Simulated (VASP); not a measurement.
The system is MnO.

```
Mn O
1.0
    -2.22300   -2.22300    4.44600
    -4.44600   -2.22300    2.22300
    -2.22300   -4.44600    2.22300
Mn O
2 2
Direct
  0.00000 0.00000 0.00000
  0.50000 0.50000 0.50000
  0.25000 0.25000 0.25000
  0.75000 0.75000 0.75000
```

- Program: VASP 6.6.1
- Task: relaxation of cell and atoms
- Functional: LDA
- Potentials or basis: VASP PAW LDA potentials, release 64 (Mn_pv, O)
- Cutoff: 600 eV
- k mesh: 9 × 9 × 9
- Occupations: gaussian, width 0.1 eV
- Spin: collinear spin, antiferromagnetic start
- Starting moments: [4.41, -4.41, 0.0, 0.0] μB

At the start: pressure -14.6 GPa; volume 10.99 Å³/atom.

Question: How do energy, volume and symmetry change on relaxing?

Answer: Over 5 steps the energy falls by 63.0 meV/atom and the volume is 9.89 Å³/atom (-10.0 %); space group Fm-3m (No. 225, to 0.1 Å) before, R-3m (No. 166, to 0.1 Å); moment 0.00 μB per cell.

The path:
```csv
step,energy change (eV),largest force (eV/Å),pressure (GPa),volume (Å³)
1,0.0000,0.0000,-14.61,43.94
2,-0.1719,0.0000,9.59,37.87
3,-0.2196,0.0000,0.60,39.64
4,-0.2378,0.0000,0.32,39.61
5,-0.2519,0.0000,-0.10,39.55
```

Final structure:
```
Mn O
1.0
    -2.01404   -2.01404    4.20570
    -4.20570   -2.01404    2.01404
    -2.01404   -4.20570    2.01404
Mn O
2 2
Direct
  0.00000 0.00000 0.00000
  0.50000 0.50000 0.50000
  0.25000 0.25000 0.25000
  0.75000 0.75000 0.75000
```
